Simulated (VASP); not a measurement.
A run of VASP 6.6.1 is set up as follows.

Contents of INCAR:

```
ALGO = Normal
EDIFF = 1E-6
ENCUT = 520
GGA = RE
ISIF = 2
ISMEAR = -1
LASPH = True
LCHARG = False
LREAL = False
LWAVE = False
NBANDS = 12
NELM = 80
PREC = Accurate
SIGMA = 0.05
```

File KPOINTS:

```
k-points
0
Gamma
  11 11 11
```

File POSCAR:

```
Ag
1.0
    0.0000000000      2.0828140930      2.0828140930
    2.0828140930      0.0000000000      2.0828140930
    2.0828140930      2.0828140930      0.0000000000
Ag
1
Direct
    0.0000000000      0.0000000000      0.0000000000
```

Potentials or basis: VASP PAW PBE potentials, release 64 (Ag).

Run with:

```bash
$ cat potpaw_PBE.64/Ag/POTCAR > POTCAR
$ mpirun -np 1 vasp_std > vasp.out
```

Q: Estimate the pressure.

A: 1.4 GPa.

Caveat: the PAW data sets were made with another functional, which shifts forces and pressure a little.
